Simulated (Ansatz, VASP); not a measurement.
**SrHf in VASP and in Ansatz**

```
CELL_PARAMETERS angstrom
0.00000 3.50475 3.50475
3.50475 0.00000 3.50475
3.50475 3.50475 0.00000
ATOMIC_POSITIONS crystal
Sr 0.00000 0.00000 0.00000
Hf 0.75000 0.75000 0.75000
```

Alike in both runs: functional PBE; k mesh 6 × 6 × 6; occupations gaussian, width 0.1 eV; no spin polarisation.

Ansatz relaxed the structure, and its values are those at the end. VASP's run is a single point on that final structure, the one shown.

```csv
,VASP,Ansatz
version,VASP 6.6.1,Ansatz 0.2.0
potentials or method,"VASP PAW PBE potentials, release 64 (Sr_sv, Hf_pv), cutoff 500 eV","scalar-relativistic, plane waves, PAW"
valence electrons in the cell,20,36
```

|  | VASP | Ansatz | Ansatz less VASP |
| --- | --- | --- | --- |
| gap on the k mesh at the Fermi level (eV) | none | none | - |
| pressure (GPa) | 0.3 | 0.4 | +0.03 |

A gap of «none» marks a metal or a gap that the smearing closes. VASP's potentials hold 20 valence electrons a cell and Ansatz's 36, so a difference there can come from the potentials and not from the codes.

Neither program's run includes spin-orbit coupling.
